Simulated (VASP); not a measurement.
# Sn3PbSe4 (P4/mmm) in VASP: single point with PBE

Aim: the single point of Sn3PbSe4 with PBE.

Program: VASP 6.6.1. These are calculated values, not measurements. Logs are shortened: lines on timing, memory, paths and dates and some standing lists are left out, and cuts for length are marked.

## Step 1: The cell of the first run

The structure is tetragonal, space group P4/mmm (No. 123). Conventional cell: a = 4.321 Å, b = 4.321 Å, c = 12.222 Å, α = 90.00°, β = 90.00°, γ = 90.00°. Sn (site symmetry 4/mmm) has 6 Se at 3.06 Å within 4.0 Å. Within 4.0 Å of Sn (site symmetry 4mm) lie 6 Se at 3.06 Å. Within 4.0 Å of Pb (site symmetry 4/mmm) lie 6 Se at 3.06 Å. Within 4.0 Å of Se (site symmetry 4mm) lie 5 Sn at 3.06 Å and 1 Pb at 3.06 Å. Se (site symmetry 4/mmm) has 2 Sn at 3.06 Å and 4 Pb at 3.06 Å within 4.0 Å. Within 4.0 Å of Se (site symmetry 4/mmm) lie 6 Sn at 3.06 Å.

## Step 2: Single point, PBE

The input, INCAR:

```
SYSTEM = Sn3PbSe4
PREC = Accurate
ENCUT = 520
EDIFF = 1E-7
ISMEAR = 0
SIGMA = 0.1
LREAL = .FALSE.
LASPH = .TRUE.
NELM = 100
ALGO = Normal
ISIF = 2
LWAVE = .FALSE.
LCHARG = .TRUE.
GGA = PE
LELF = .TRUE.
LVHAR = .TRUE.
NBANDS = 50
```

The input, KPOINTS:

```
Automatic mesh
0
G
  4 4 2
  0 0 0
```

The input, POSCAR:

```
Sn3PbSe4
1.0
    4.3212560100      0.0000000000      0.0000000000
    0.0000000000      4.3212560100      0.0000000000
    0.0000000000      0.0000000000     12.2223577100
Sn Pb Se
3 1 4
Direct
    0.0000000000      0.0000000000      0.0000000000
    0.5000000000      0.5000000000      0.2500000000
    0.5000000000      0.5000000000      0.7500000000
    0.0000000000      0.0000000000      0.5000000000
    0.0000000000      0.0000000000      0.2500000000
    0.5000000000      0.5000000000      0.5000000000
    0.0000000000      0.0000000000      0.7500000000
    0.5000000000      0.5000000000      0.0000000000
```

Potentials or basis: VASP PAW PBE potentials, release 64 (Sn_d, Pb_d, Se).

Command:

```console
> cat potpaw_PBE.64/Sn_d/POTCAR potpaw_PBE.64/Pb_d/POTCAR potpaw_PBE.64/Se/POTCAR > POTCAR
> mpirun -np 1 vasp_std > vasp.out
```

OUTCAR:

```text
SYSTEM = Sn3PbSe4
   PREC = Accurate
   ENCUT = 520
   EDIFF = 1E-7
   ISMEAR = 0
   LREAL = .FALSE.
   LASPH = .TRUE.
   NELM = 100
   ISIF = 2
   GGA = PE

 ion  position               nearest neighbor table
   1  0.000  0.000  0.000-   5 3.06   7 3.06   8 3.06   8 3.06   8 3.06   8 3.06
   2  0.500  0.500  0.250-   6 3.06   8 3.06   5 3.06   5 3.06   5 3.06   5 3.06
   3  0.500  0.500  0.750-   6 3.06   8 3.06   7 3.06   7 3.06   7 3.06   7 3.06
   4  0.000  0.000  0.500-   5 3.06   7 3.06   6 3.06   6 3.06   6 3.06   6 3.06
   5  0.000  0.000  0.250-   1 3.06   4 3.06   2 3.06   2 3.06   2 3.06   2 3.06
   6  0.500  0.500  0.500-   2 3.06   3 3.06   4 3.06   4 3.06   4 3.06   4 3.06
   7  0.000  0.000  0.750-   1 3.06   4 3.06   3 3.06   3 3.06   3 3.06   3 3.06
   8  0.500  0.500  0.000-   2 3.06   3 3.06   1 3.06   1 3.06   1 3.06   1 3.06

  LATTYP: Found a simple tetragonal cell.
 ALAT       =     4.3212560100
 C/A-ratio  =     2.8284271244

  Lattice vectors:

 A1 = (   4.3212560100,   0.0000000000,   0.0000000000)
 A2 = (   0.0000000000,   4.3212560100,   0.0000000000)
 A3 = (   0.0000000000,   0.0000000000,  12.2223577100)

Analysis of symmetry for initial positions (statically):
=====================================================================
 Subroutine PRICEL returns:
 Original cell was already a primitive cell.

 Routine SETGRP: Setting up the symmetry group for a
 simple tetragonal supercell.

 Subroutine GETGRP returns: Found 16 space group operations
 (whereof 16 operations were pure point group operations)
 out of a pool of 16 trial point group operations.

The static configuration has the point symmetry D_4h.

Analysis of symmetry for dynamics (positions and initial velocities):
=====================================================================
 Subroutine PRICEL returns:
 Original cell was already a primitive cell.

 Routine SETGRP: Setting up the symmetry group for a
 simple tetragonal supercell.

 Subroutine GETGRP returns: Found 16 space group operations
 (whereof 16 operations were pure point group operations)
 out of a pool of 16 trial point group operations.

The dynamic configuration has the point symmetry D_4h.

 Subroutine INISYM returns: Found 16 space group operations
 (whereof 16 operations are pure point group operations),
 and found     1 'primitive' translations

----------------------------------------------------------------------------------------

                                     Primitive cell

  volume of cell :     228.2312

  direct lattice vectors                    reciprocal lattice vectors
     4.321256010  0.000000000  0.000000000     0.231414199  0.000000000  0.000000000
     0.000000000  4.321256010  0.000000000     0.000000000  0.231414199  0.000000000
     0.000000000  0.000000000 12.222357710     0.000000000  0.000000000  0.081817275

  length of vectors
     4.321256010  4.321256010 12.222357710     0.231414199  0.231414199  0.081817275

  position of ions in fractional coordinates (direct lattice)
     0.000000000  0.000000000  0.000000000
     0.500000000  0.500000000  0.250000000
     0.500000000  0.500000000  0.750000000
     0.000000000  0.000000000  0.500000000
     0.000000000  0.000000000  0.250000000
     0.500000000  0.500000000  0.500000000
     0.000000000  0.000000000  0.750000000
     0.500000000  0.500000000  0.000000000

  ion indices of the primitive-cell ions
   primitive index   ion index
                 1           1
                 2           2
                 3           3
                 4           4
                 5           5
                 6           6
                 7           7
                 8           8

----------------------------------------------------------------------------------------

 KPOINTS: Automatic mesh

Automatic generation of k-mesh.
 Grid dimensions read from file:
 generate k-points for:    4    4    2

 Generating k-lattice:

  Cartesian coordinates                     Fractional coordinates (reciprocal lattice)
     0.057853550  0.000000000  0.000000000     0.250000000  0.000000000  0.000000000
     0.000000000  0.057853550  0.000000000     0.000000000  0.250000000  0.000000000
     0.000000000  0.000000000  0.040908637     0.000000000  0.000000000  0.500000000

  Length of vectors
     0.057853550  0.057853550  0.040908637

  Shift w.r.t. Gamma in fractional coordinates (k-lattice)
     0.000000000  0.000000000  0.000000000

 Subroutine IBZKPT returns following result:
 ===========================================

 Found     12 irreducible k-points:

 Following reciprocal coordinates:
            Coordinates               Weight
  0.000000  0.000000  0.000000      1.000000
  0.250000  0.000000  0.000000      4.000000
  0.500000  0.000000  0.000000      2.000000
  0.250000  0.250000  0.000000      4.000000
  0.500000  0.250000  0.000000      4.000000
  0.500000  0.500000  0.000000      1.000000
  0.000000  0.000000  0.500000      1.000000
  0.250000  0.000000  0.500000      4.000000
  0.500000  0.000000  0.500000      2.000000
  0.250000  0.250000  0.500000      4.000000
  0.500000  0.250000  0.500000      4.000000
  0.500000  0.500000  0.500000      1.000000
   k-points           NKPTS =     12   k-points in BZ     NKDIM =     12   number of bands    NBANDS=     50
   number of dos      NEDOS =    301   number of ions     NIONS =      8
   total plane-waves  NPLWV =  98304
   dimension x,y,z NGX =    32 NGY =   32 NGZ =   96
   dimension x,y,z NGXF=    64 NGYF=   64 NGZF=  192
   ions per type =               3   1   4
   NGX,Y,Z   is equivalent  to a cutoff of  12.31, 12.31, 13.06 a.u.
   NGXF,Y,Z  is equivalent  to a cutoff of  24.62, 24.62, 26.12 a.u.
 SYSTEM =  Sn3PbSe4
   PREC   = accura    normal or accurate (medium, high low for compatibility)
   ISTART =      0    job   : 0-new  1-cont  2-samecut
   ICHARG =      2    charge: 1-file 2-atom 10-const
   ISPIN  =      1    spin polarized calculation?
   LNONCOLLINEAR =      F non collinear calculations
   LSORBIT =      F    spin-orbit coupling
   LASPH  =      T    aspherical Exc in radial PAW
   ENCUT  =  520.0 eV  38.22 Ry    6.18 a.u.   8.03  8.03 22.73*2*pi/ulx,y,z
   NELM   =    100;   NELMIN=  2; NELMDL= -5     # of ELM steps
   EDIFF  = 0.1E-06   stopping-criterion for ELM
   LREAL  =      F    real-space projection
   EDIFFG = 0.1E-05   stopping-criterion for IOM
   NSW    =      0    number of steps for IOM
   IBRION =     -1    ionic relax: 0-MD 1-quasi-New 2-CG
   NFREE  =      0    steps in history (QN), initial steepest desc. (CG)
   ISIF   =      2    stress and relaxation
   ISYM   =      2    0-nonsym 1-usesym 2-fastsym
   POTIM  = 0.5000    time-step for ionic-motion
   TEBEG  =    0.0;   TEEND  =   0.0 temperature during run
   PSTRESS=    0.0 pullay stress
   NELECT =      80.0000    total number of electrons
   NUPDOWN=      -1.0000    fix difference up-down
   EMIN   =  10.00;   EMAX   =-10.00  energy-range for DOS
   EFERMI =   0.00;   METHOD = LEGACY
   ISMEAR =     0;   SIGMA  =   0.10  broadening in eV -4-tet -1-fermi 0-gaus
   EFERMI_NEDOS =   21; number of points for ismear=-14 and -15
   IALGO  =     38    algorithm
   IMIX   =      4    mixing-type and parameters
     AMIX     =   0.40;   BMIX     =  1.00
     AMIX_MAG =   1.60;   BMIX_MAG =  1.00
  volume/ion in A,a.u.               =      28.53       192.52
  Fermi-wavevector in a.u.,A,eV,Ry     =   1.154285  2.181283 18.128056  1.332375
  Thomas-Fermi vector in A             =   2.290923
   LORBIT       =      0    0 simple, 1 ext, 2 COOP (PROOUT), +10 PAW based schemes
   GGA     = PE    functional components
   LHFCALC =     F    Hartree Fock is set to
   AEXX    =    0.0000 exact exchange contribution
   IVDW    =     0    specifies the selected vdW correction
   LEPSILON=     F    determine dielectric tensor
   LRPA    =     F    only Hartree local field effects (RPA)
 non-spin polarized calculation
 Gauss-broadening in eV      SIGMA  =   0.10
  energy-cutoff  :      520.00
  volume of cell :      228.23
 maximum number of plane-waves:      6224
   NGX = 17   NGY = 17   NGZ = 45

 number of electron      80.0000031 magnetization

 Free energy of the ion-electron system (eV)
  ---------------------------------------------------
  ext. energy  EPLUGINS =         0.00000000
  ---------------------------------------------------
  free energy    TOTEN  =       -32.78856850 eV

  energy without entropy =      -32.78127571  energy(sigma->0) =      -32.78492210

 E-fermi :   5.2561     XC(G=0):  -9.4443

 val. band max:        5.1965209484   @ k =   0.5000   0.0000   0.0000
 cond. band min:       5.2907189994   @ k =   0.5000   0.0000   0.0000
 fundamental gap:      0.0941980511
 Fermi energy:         5.2561370230

 k-point     1 :       0.0000    0.0000    0.0000
  band No.  band energies     occupation
      1     -16.5168      2.00000
      2     -16.5041      2.00000
      3     -16.5010      2.00000
      4     -16.5000      2.00000
      5     -16.5000      2.00000
      6     -16.4986      2.00000
[... 42 lines left out ...]
     49       9.4333      0.00000
     50       9.4905      0.00000

 k-point     2 :       0.2500    0.0000    0.0000
  band No.  band energies     occupation
      1     -16.5126      2.00000
      2     -16.5016      2.00000
      3     -16.5000      2.00000
      4     -16.4997      2.00000
      5     -16.4993      2.00000
      6     -16.4985      2.00000
[... 42 lines left out ...]
     49       8.2980      0.00000
     50       8.7581      0.00000

 k-point     3 :       0.5000    0.0000    0.0000
  band No.  band energies     occupation
      1     -16.5088      2.00000
      2     -16.5026      2.00000
      3     -16.5021      2.00000
      4     -16.5007      2.00000
      5     -16.4994      2.00000
      6     -16.4974      2.00000
[... 466 lines left out ...]
     49       9.2409      0.00000
     50       9.2965      0.00000

 k-point    12 :       0.5000    0.5000    0.5000
  band No.  band energies     occupation
      1     -16.5159      2.00000
      2     -16.5126      2.00000
      3     -16.5055      2.00000
      4     -16.5041      2.00000
      5     -16.5041      2.00000
      6     -16.4952      2.00000
[... 42 lines left out ...]
     49      10.5254      0.00000
     50      10.5351      0.00000

------------------------ aborting loop because EDIFF is reached ----------------------------------------

  FORCE on cell =-STRESS in cart. coord.  units (eV):
  Direction    XX          YY          ZZ          XY          YZ          ZX
  --------------------------------------------------------------------------------------
  -------------------------------------------------------------------------------------
  Total       -0.8526901     -0.8526901     -0.9249842      0.0000000     -0.0000000      0.0000000
  in kB       -5.9858638     -5.9858638     -6.4933662      0.0000000     -0.0000000      0.0000000
  external PRESSURE =      -6.1550313 kB  Pullay stress =       0.0000000 kB

 VOLUME and BASIS-vectors are now :
 -----------------------------------------------------------------------------
  energy-cutoff  :      520.00
  volume of cell :      228.23
      direct lattice vectors                 reciprocal lattice vectors
     4.321256010  0.000000000  0.000000000     0.231414199  0.000000000  0.000000000
     0.000000000  4.321256010  0.000000000     0.000000000  0.231414199  0.000000000
     0.000000000  0.000000000 12.222357710     0.000000000  0.000000000  0.081817275

 POSITION                                       TOTAL-FORCE (eV/Angst)
 -----------------------------------------------------------------------------------
      0.00000      0.00000      0.00000        -0.000000      0.000000     -0.000000
      2.16063      2.16063      3.05559         0.000000     -0.000000      0.006654
      2.16063      2.16063      9.16677        -0.000000     -0.000000     -0.006654
      0.00000      0.00000      6.11118        -0.000000      0.000000     -0.000000
      0.00000      0.00000      3.05559        -0.000000      0.000000     -0.213361
      2.16063      2.16063      6.11118        -0.000000      0.000000     -0.000000
      0.00000      0.00000      9.16677        -0.000000      0.000000      0.213361
      2.16063      2.16063      0.00000        -0.000000      0.000000     -0.000000
 -----------------------------------------------------------------------------------
    total drift:                                0.000000     -0.000000      0.000000

  FREE ENERGIE OF THE ION-ELECTRON SYSTEM (eV)
  ---------------------------------------------------
  free  energy   TOTEN  =       -32.7885684982 eV

  energy  without entropy=      -32.7812757051  energy(sigma->0) =      -32.78492210
```

Run time: 99 s. Hardware: 1 thread of Intel Xeon Platinum 8375C at 2.90GHz (Ice Lake), shared host; peak memory 0.37 GiB.

Results:

| Item | Value |
| --- | --- |
| Free energy | -32.7886 eV |
| Pressure | -0.6 GPa |
| Largest force | 0.213 eV/Å |
| Band gap on the k mesh | 0.09 eV, direct |

Forces on the atoms (eV/Å):
```
Sn   0.000  0.000  0.000
Sn   0.000  0.000  0.007
Sn   0.000  0.000 -0.007
Pb   0.000  0.000  0.000
Se   0.000  0.000 -0.213
Se   0.000  0.000  0.000
Se   0.000  0.000  0.213
Se   0.000  0.000  0.000
```

Levels at points of the mesh, in eV from the valence-band top:
```csv
k point,band 36,band 37,band 38,band 39,band 40,band 41,band 42,band 43,band 44,band 45
"(0.00, 0.00, 0.00)",-2.13,-2.13,-2.13,-1.79,-1.68,1.95,2.07,3.18,3.97,4.12
"(0.50, 0.00, 0.00)",-1.76,-0.90,-0.68,-0.03,0.00,0.09,0.37,1.04,1.11,1.20
"(0.50, 0.50, 0.00)",-3.49,-3.49,-3.49,-0.96,-0.88,1.39,1.54,3.19,3.19,4.62
"(0.00, 0.00, 0.50)",-2.38,-2.35,-2.35,-1.30,-1.24,2.16,2.32,3.32,3.50,4.00
"(0.50, 0.00, 0.50)",-1.78,-0.79,-0.42,-0.41,-0.39,0.58,0.58,0.58,0.74,1.42
"(0.50, 0.50, 0.50)",-3.82,-2.50,-2.41,-2.38,-2.37,3.30,3.32,3.32,3.62,3.64
```

Caveat: spin-orbit coupling is left out, which moves the levels of the heavy elements. A k mesh can miss the band edges.
